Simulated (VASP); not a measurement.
# AlB2P3 (P6/mmm) in VASP: further runs, part 2 of 2

VASP 6.6.1.

## Step 3: Relaxation of cell and atoms, PBE

This run uses another cell than the first one, of 18.66 Å³/atom, 1.528 times its volume.

Contents of INCAR:

```
ALGO = Normal
EDIFF = 1E-6
EDIFFG = -0.04
ENCUT = 600
GGA = PE
IBRION = 2
ISIF = 3
ISMEAR = 0
LASPH = True
LCHARG = False
LREAL = False
LWAVE = False
NELM = 100
NSW = 90
PREC = Accurate
SIGMA = 0.1
```

Contents of KPOINTS:

```
k-points
0
Gamma
  6 6 4
```

Contents of POSCAR:

```
AlB2P3
1.0
    4.2553427000      0.0000000000      0.0000000000
   -2.1276713500      3.6852348800      0.0000000000
    0.0000000000      0.0000000000      7.1389378100
Al B P
1 2 3
Direct
    0.0000000000      0.0000000000      0.0000000000
    0.3333333300      0.6666666700      0.5000000000
    0.6666666700      0.3333333300      0.5000000000
    0.3333333300      0.6666666700      0.0000000000
    0.6666666700      0.3333333300      0.0000000000
    0.0000000000      0.0000000000      0.5000000000
```

Potentials or basis: VASP PAW PBE potentials, release 64 (Al, B, P).

Started as:

```
$ cat potpaw_PBE.64/Al/POTCAR potpaw_PBE.64/B/POTCAR potpaw_PBE.64/P/POTCAR > POTCAR
$ mpirun -np 1 vasp_std > vasp.out
```

OUTCAR:

```text
EDIFF = 1E-6
   EDIFFG = -0.04
   ENCUT = 600
   GGA = PE
   IBRION = 2
   ISIF = 3
   ISMEAR = 0
   LASPH = True
   LREAL = False
   NELM = 100
   NSW = 90
   PREC = Accurate

 ion  position               nearest neighbor table
   1  0.000  0.000  0.000-   4 2.46   5 2.46   4 2.46   5 2.46   5 2.46   4 2.46
   2  0.333  0.667  0.500-   6 2.46   6 2.46   6 2.46
   3  0.667  0.333  0.500-   6 2.46   6 2.46   6 2.46
   4  0.333  0.667  0.000-   5 2.46   1 2.46   5 2.46   1 2.46   1 2.46   5 2.46
   5  0.667  0.333  0.000-   4 2.46   1 2.46   4 2.46   1 2.46   1 2.46   4 2.46
   6  0.000  0.000  0.500-   2 2.46   3 2.46   2 2.46   3 2.46   3 2.46   2 2.46

  LATTYP: Found a hexagonal cell.
 ALAT       =     4.2553427000
 C/A-ratio  =     1.6776411004

  Lattice vectors:

 A1 = (   4.2553427000,   0.0000000000,   0.0000000000)
 A2 = (  -2.1276713500,   3.6852348800,   0.0000000000)
 A3 = (   0.0000000000,   0.0000000000,   7.1389378100)

Analysis of symmetry for initial positions (statically):
=====================================================================
 Subroutine PRICEL returns:
 Original cell was already a primitive cell.

 Routine SETGRP: Setting up the symmetry group for a
 hexagonal supercell.

 Subroutine GETGRP returns: Found 24 space group operations
 (whereof 24 operations were pure point group operations)
[... 168 lines left out ...]
  free energy    TOTEN  =       -25.00706110 eV

  energy without entropy =      -24.98137262  energy(sigma->0) =      -24.99421686

------------------------ aborting loop because EDIFF is reached ----------------------------------------

  FORCE on cell =-STRESS in cart. coord.  units (eV):
  Direction    XX          YY          ZZ          XY          YZ          ZX
  --------------------------------------------------------------------------------------
  -------------------------------------------------------------------------------------
  Total       -6.4257290     -6.4257290     -3.3697315      0.0000000     -0.0000000      0.0000000
  in kB      -91.9601506    -91.9601506    -48.2250366      0.0000000     -0.0000000      0.0000000
  external PRESSURE =     -77.3817793 kB  Pullay stress =       0.0000000 kB
[... 904 lines left out ...]
      3      -1.8615      2.00000
      4       0.2010      2.00000
      5       0.3931      2.00000
      6       0.3931      2.00000
[... 8 lines left out ...]
     15      13.5328      0.00000
     16      13.5328      0.00000

[... ionic steps 4 to 24 ...]

--------------------------------------- Ionic step       25  -------------------------------------------

 number of electron      23.9999998 magnetization

------------------------ aborting loop because EDIFF is reached ----------------------------------------
[... 75 lines left out ...]
--------------------------------------- Ionic step       27  -------------------------------------------

 number of electron      23.9999999 magnetization

 Free energy of the ion-electron system (eV)
  ---------------------------------------------------
  ext. energy  EPLUGINS =         0.00000000
  ---------------------------------------------------
  free energy    TOTEN  =       -28.63668999 eV

  energy without entropy =      -28.62360621  energy(sigma->0) =      -28.63014810

 E-fermi :   8.8309     XC(G=0): -11.3301

 val. band max:        8.8203144464   @ k =   0.5000   0.0000   0.2500
 cond. band min:       8.8385277456   @ k =   0.0000   0.0000   0.0000
 fundamental gap:      0.0182132991
 Fermi energy:         8.8308800533
[... 430 lines left out ...]
  FREE ENERGIE OF THE ION-ELECTRON SYSTEM (eV)
  ---------------------------------------------------
  free  energy   TOTEN  =       -28.6366899853 eV

  energy  without entropy=      -28.6236062072  energy(sigma->0) =      -28.63014810

 reached required accuracy - stopping structural energy minimisation
```

OSZICAR:

```text
N       E                     dE             d eps       ncg     rms          rms(c)
DAV:   1     0.789831765348E+02    0.78983E+02   -0.10413E+04   672   0.137E+03
DAV:   2    -0.193062112002E+02   -0.98289E+02   -0.96536E+02   904   0.190E+02
DAV:   3    -0.252614755182E+02   -0.59553E+01   -0.58352E+01   944   0.464E+01
[... 314 lines left out ...]
DAV:   4    -0.286367055432E+02    0.75879E-03   -0.17128E-03   800   0.239E-01    0.323E-02
DAV:   5    -0.286366950458E+02    0.10497E-04   -0.17304E-04   816   0.775E-02    0.226E-02
DAV:   6    -0.286366916896E+02    0.33562E-05   -0.99675E-06   792   0.198E-02    0.123E-02
DAV:   7    -0.286366901376E+02    0.15521E-05   -0.10559E-06   368   0.688E-03    0.277E-03
DAV:   8    -0.286366899853E+02    0.15223E-06   -0.12476E-07   336   0.268E-03
  27 F= -.28636690E+02 E0= -.28630148E+02  d E =-.288737E-01
```

CONTCAR:

```text
AlB2P3
   1.00000000000000
     4.3882443320409781   -0.0000000000000000   -0.0000000000000000
    -2.1941221660204890    3.8003310695514005   -0.0000000000000000
     0.0000000000000000    0.0000000000000000    4.4141353073221339
  Al              B               P
     1     2     3
Direct
     0.0000000000000000    0.0000000000000000    0.0000000000000000
     0.3333333300000021    0.6666666699999979    0.5000000000000000
     0.6666666699999979    0.3333333300000021    0.5000000000000000
     0.3333333300000021    0.6666666699999979    0.0000000000000000
     0.6666666699999979    0.3333333300000021    0.0000000000000000
     0.0000000000000000    0.0000000000000000    0.5000000000000000

  0.00000000E+00  0.00000000E+00  0.00000000E+00
  0.00000000E+00  0.00000000E+00  0.00000000E+00
  0.00000000E+00  0.00000000E+00  0.00000000E+00
  0.00000000E+00  0.00000000E+00  0.00000000E+00
  0.00000000E+00  0.00000000E+00  0.00000000E+00
  0.00000000E+00  0.00000000E+00  0.00000000E+00
```

It took 6.8 min on 1 thread of Intel Xeon 6975P-C (Granite Rapids), shared host; peak memory 0.31 GiB.

What came out:

```
Free energy                            : -28.6367 eV
Relaxed volume                         : 12.27 Å³/atom
Relaxed cell                           : a = 4.388 Å, b = 4.388 Å, c = 4.414 Å, α = 90.00°, β = 90.00°, γ = 120.00°
Space group after relaxing (to 0.05 Å) : P6/mmm (No. 191)
Energy gained by relaxing              : 604.9 meV/atom
Ionic steps                            : 27
Pressure after relaxing                : -0.3 GPa
Band gap on the k mesh                 : zero (band 12 reaches 10.20 eV, above the bottom of band 13 at 6.52 eV)
```

Stress tensor (GPa, compression positive):
```
-0.52  0.00  0.00
 0.00 -0.52  0.00
 0.00  0.00  0.08
```

The path:
| step | energy change (eV) | largest force (eV/Å) | pressure (GPa) | volume (Å³) |
| --- | --- | --- | --- | --- |
| 1 | 0.0000 | 0.0000 | -7.74 | 111.95 |
| 2 | -0.3052 | 0.0000 | 0.55 | 97.96 |
| 3 | -0.3174 | 0.0000 | -0.57 | 100.00 |
| 4 | -0.3178 | 0.0000 | -0.76 | 100.35 |
| 5 | -0.4194 | 0.0000 | -0.75 | 97.53 |
| 6 | -0.8514 | 0.0000 | -0.66 | 89.07 |
| 7 | -2.5432 | 0.0000 | 6.45 | 72.07 |
| 8 | 76.4297 | 0.0000 | 686.99 | 37.79 |
| 9 | -2.5966 | 0.0000 | 7.02 | 71.41 |
| 10 | 0.9363 | 0.0000 | 83.57 | 54.65 |
| 11 | -2.7970 | 0.0000 | 9.10 | 69.36 |
| 12 | -2.8870 | 0.0000 | 21.44 | 63.69 |
| 13 | -2.9582 | 0.0000 | 16.56 | 65.65 |
| 14 | -2.9737 | 0.0000 | 17.05 | 65.41 |
| 15 | -2.9978 | 0.0000 | 18.53 | 64.68 |
| 16 | -2.9641 | 0.0000 | 23.43 | 63.17 |
| 17 | -3.0119 | 0.0000 | 19.27 | 64.35 |
| 18 | -3.0091 | 0.0000 | 21.12 | 63.77 |
| 19 | -3.0148 | 0.0000 | 20.03 | 64.08 |
| 20 | -3.0636 | 0.0000 | 19.11 | 64.39 |
| 21 | -3.1965 | 0.0000 | 16.53 | 65.31 |
| 22 | -3.4012 | 0.0000 | 12.07 | 67.17 |
| 23 | -3.5887 | 0.0000 | 4.76 | 70.96 |
| 24 | -3.6000 | 0.0000 | 3.18 | 71.99 |
| 25 | -3.6008 | 0.0000 | 2.54 | 72.40 |
| 26 | -3.6132 | 0.0000 | 1.84 | 72.70 |
| 27 | -3.6296 | 0.0000 | -0.32 | 73.61 |

Final structure:
```cif
data_structure
_symmetry_space_group_name_H-M 'P 1'
_symmetry_Int_Tables_number 1
_cell_length_a 4.3882
_cell_length_b 4.3882
_cell_length_c 4.4141
_cell_angle_alpha 90.000
_cell_angle_beta 90.000
_cell_angle_gamma 120.000
_cell_volume 73.61
loop_
_atom_site_label
_atom_site_type_symbol
_atom_site_fract_x
_atom_site_fract_y
_atom_site_fract_z
_atom_site_occupancy
Al1 Al 0.00000 0.00000 0.00000 1
B1 B 0.33333 0.66667 0.50000 1
B2 B 0.66667 0.33333 0.50000 1
P1 P 0.33333 0.66667 0.00000 1
P2 P 0.66667 0.33333 0.00000 1
P3 P 0.00000 0.00000 0.50000 1
```

Caveat: the volume moved by over 15 % at a fixed basis, so the end points are rough.

## Step 4: Relaxation of cell and atoms, PBE

This run uses another cell than the first one, of 12.25 Å³/atom, 1.003 times its volume.

Contents of INCAR:

```
SYSTEM = AlB2P3
PREC = Accurate
ENCUT = 600
EDIFF = 1E-6
ISMEAR = 0
SIGMA = 0.1
LREAL = .FALSE.
LASPH = .TRUE.
NELM = 100
ALGO = Normal
ISIF = 3
LWAVE = .FALSE.
LCHARG = .FALSE.
GGA = PE
IBRION = 2
NSW = 100
EDIFFG = -0.01
```

Contents of KPOINTS:

```
regular mesh
0
G
  12 12 8
  0 0 0
```

Contents of POSCAR:

```
AlB2P3
1.0
    4.3821692101      0.0000000000      0.0000000000
   -2.1910846051      3.7950698596      0.0000000000
    0.0000000000      0.0000000000      4.4177968592
Al B P
1 2 3
Direct
    0.0000000000      0.0000000000      0.0000000000
    0.3333333333      0.6666666667      0.5000000000
    0.6666666667      0.3333333333      0.5000000000
    0.3333333333      0.6666666667      0.0000000000
    0.6666666667      0.3333333333      0.0000000000
    0.0000000000      0.0000000000      0.5000000000
```

Started as:

```
$ cat potpaw_PBE.64/Al/POTCAR potpaw_PBE.64/B/POTCAR potpaw_PBE.64/P/POTCAR > POTCAR
$ mpirun -np 1 vasp_std > vasp.out
```

Run time: 93 s. Hardware: 1 thread of Intel Xeon 6975P-C (Granite Rapids), shared host; peak memory 0.29 GiB.

The run converged. Its results:

| Property | Result |
| --- | --- |
| Free energy | -28.7175 eV |
| Relaxed volume | 12.19 Å³/atom |
| Relaxed cell | a = 4.364 Å, b = 4.364 Å, c = 4.434 Å, α = 90.00°, β = 90.00°, γ = 120.00° |
| Space group after relaxing (to 0.05 Å) | P6/mmm (No. 191) |
| Energy gained by relaxing | 0.5 meV/atom |
| Ionic steps | 4 |
| Pressure after relaxing | 0.0 GPa |
| Band gap on the k mesh | zero (band 12 reaches 10.31 eV, above the bottom of band 13 at 6.57 eV) |

The path:
| step | energy change (eV) | largest force (eV/Å) | pressure (GPa) | volume (Å³) |
| --- | --- | --- | --- | --- |
| 1 | 0.0000 | 0.0000 | -0.34 | 73.47 |
| 2 | -0.0032 | 0.0000 | -0.09 | 73.20 |
| 3 | -0.0032 | 0.0000 | -0.11 | 73.22 |
| 4 | -0.0033 | 0.0000 | 0.04 | 73.13 |

Final structure:
```cif
data_structure
_symmetry_space_group_name_H-M 'P 1'
_symmetry_Int_Tables_number 1
_cell_length_a 4.3638
_cell_length_b 4.3638
_cell_length_c 4.4343
_cell_angle_alpha 90.000
_cell_angle_beta 90.000
_cell_angle_gamma 120.000
_cell_volume 73.13
loop_
_atom_site_label
_atom_site_type_symbol
_atom_site_fract_x
_atom_site_fract_y
_atom_site_fract_z
_atom_site_occupancy
Al1 Al 0.00000 0.00000 0.00000 1
B1 B 0.33333 0.66667 0.50000 1
B2 B 0.66667 0.33333 0.50000 1
P1 P 0.33333 0.66667 0.00000 1
P2 P 0.66667 0.33333 0.00000 1
P3 P 0.00000 0.00000 0.50000 1
```

Levels at points of the mesh, in eV from the Fermi level:
```csv
k point,band 9,band 10,band 11,band 12,band 13,band 14,band 15,band 16
"(0.00, 0.00, 0.00)",-4.84,-2.45,-1.87,-0.30,-0.30,-0.05,-0.05,0.50
"(0.50, 0.00, 0.00)",-3.01,-2.79,-1.89,0.31,1.15,1.17,2.77,2.85
"(0.00, 0.00, 0.50)",-3.41,-3.41,-3.05,-3.05,-2.30,-2.30,-0.02,0.74
"(0.50, 0.00, 0.50)",-0.96,0.31,0.48,1.44,2.07,3.10,3.42,3.46
```

## Step 5: Overview

```tsv
task	cell	k mesh	cutoff (eV)	gap on the mesh (eV)	pressure (GPa)	relaxed volume (Å³/atom)
single point	a = 4.367, b = 4.367, c = 4.437 Å, angles 90.0, 90.0, 120.0°, 6 atoms	12 × 12 × 8	520	none	-0.2	-
relaxation of cell and atoms	relaxed from a = 4.255, b = 4.255, c = 7.139 Å, angles 90.0, 90.0, 120.0°, 6 atoms	6 × 6 × 4	600	none	-0.3	12.27
relaxation of cell and atoms	relaxed from a = 4.382, b = 4.382, c = 4.418 Å, angles 90.0, 90.0, 120.0°, 6 atoms	12 × 12 × 8	600	none	0.0	12.19
```

Alike in all rows: level PBE; potentials or basis VASP PAW PBE potentials, release 64 (Al, B, P); no spin polarisation; smearing gaussian 0.1 eV.

Caveats: the volume moved by over 15 % at a fixed basis, so the end points are rough (some runs).

Absolute energies hang on the potentials; compare differences alone.
